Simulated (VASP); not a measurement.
Runs of VASP 6.6.1 on Rh. The structure is that of space group P6_3/mmc (No. 194), or close to it. The cells are those of the table. 

```csv
task,cell,k mesh,cutoff (eV),smearing,gap on the mesh (eV),pressure (GPa),relaxed volume (Å³/atom)
relaxation of cell and atoms,"relaxed from a = 2.731, b = 2.731, c = 4.428 Å, angles 90.0, 90.0, 120.0°, 2 atoms",18 × 18 × 10,600,gaussian 0.1 eV,none,0.0,(c)
single point,"a = 2.779, b = 2.779, c = 4.332 Å, angles 90.0, 90.0, 120.0°, 2 atoms",24 × 24 × 12,520,gaussian 0.1 eV,none,-6.0,-
relaxation of cell and atoms,"relaxed from a = 2.725, b = 2.725, c = 4.385 Å, angles 90.0, 90.0, 120.0°, 2 atoms",18 × 18 × 10,600,fermi-dirac 0.15 eV,none,0.0,14.16
single point,"a = 2.834, b = 2.834, c = 4.560 Å, angles 90.0, 90.0, 120.0°, 2 atoms",18 × 18 × 10,520,gaussian 0.1 eV,none,-22.0,-
single point,"a = 2.888, b = 2.888, c = 4.181 Å, angles 90.0, 90.0, 120.0°, 2 atoms",24 × 24 × 12,520,gaussian 0.1 eV,none,-11.7,-
single point,"a = 2.616, b = 2.616, c = 4.209 Å, angles 90.0, 90.0, 120.0°, 2 atoms",18 × 18 × 10,520,gaussian 0.1 eV,none,42.8,-
single point,"a = 2.709, b = 2.709, c = 4.473 Å, angles 90.0, 90.0, 120.0°, 2 atoms",21 × 21 × 12,520,gaussian 0.1 eV,none,-1.9,-
single point,"a = 2.711, b = 2.711, c = 4.364 Å, angles 90.0, 90.0, 120.0°, 2 atoms",18 × 18 × 10,520,gaussian 0.1 eV,none,4.0,-
single point,"a = 2.725, b = 2.725, c = 4.385 Å, angles 90.0, 90.0, 120.0°, 2 atoms",30 × 30 × 16,520,gaussian 0.15 eV,none,(b),-
single point,"a = 2.709, b = 2.709, c = 4.366 Å, angles 90.0, 90.0, 120.0°, 2 atoms",18 × 18 × 10,520,fermi-dirac 0.15 eV,none,(a),-
single point,"a = 2.834, b = 2.834, c = 4.250 Å, angles 90.0, 90.0, 120.0°, 2 atoms",24 × 24 × 12,520,gaussian 0.1 eV,none,-8.9,-
single point,"a = 2.725, b = 2.725, c = 4.385 Å, angles 90.0, 90.0, 120.0°, 2 atoms",18 × 18 × 10,520,gaussian 0.1 eV,none,0.0,-
```

Alike in all rows: level PBE; potentials or basis VASP PAW PBE potentials, release 64 (Rh_pv); no spin polarisation.

Q: Fill in the values left out.

A: (a) 5.4; (b) 0.2; (c) 14.09.

A k mesh can miss the band edges, and the runs leave out spin-orbit coupling on Rh.

A gap of «none» marks levels without a gap at the run's occupations.
